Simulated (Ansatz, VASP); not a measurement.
## Pt in VASP and in Ansatz

```
CELL_PARAMETERS angstrom
0.00000 3.03517 3.03517
3.03517 0.00000 3.03517
3.03517 3.03517 0.00000
ATOMIC_POSITIONS crystal
Pt 0.25000 0.25000 0.25000
Pt 0.75000 0.75000 0.75000
Pt 0.00000 0.00000 0.00000
```

Alike in both runs: functional PBE; k mesh 6 × 6 × 6; occupations gaussian, width 0.1 eV; no spin polarisation.

Ansatz relaxed the structure, and its values are those at the end. VASP's run is a single point on that final structure, the one shown.

|  | VASP | Ansatz |
| --- | --- | --- |
| version | VASP 6.6.1 | Ansatz 0.2.0 |
| potentials or method | VASP PAW PBE potentials, release 64 (Pt), cutoff 520 eV | scalar-relativistic, plane waves, PAW |
| valence electrons in the cell | 30 | 54 |

Ansatz gave:

```
gap on the k mesh at the Fermi level (eV) : none
pressure (GPa)                            : 0.1
```

Problem. Which values does VASP return?

Solution. gap on the k mesh at the Fermi level (eV): none; pressure (GPa): -0.4.

A gap of «none» marks a metal or a gap that the smearing closes. VASP's potentials hold 30 valence electrons a cell and Ansatz's 54, so a difference there can come from the potentials and not from the codes.

Neither program's run includes spin-orbit coupling.
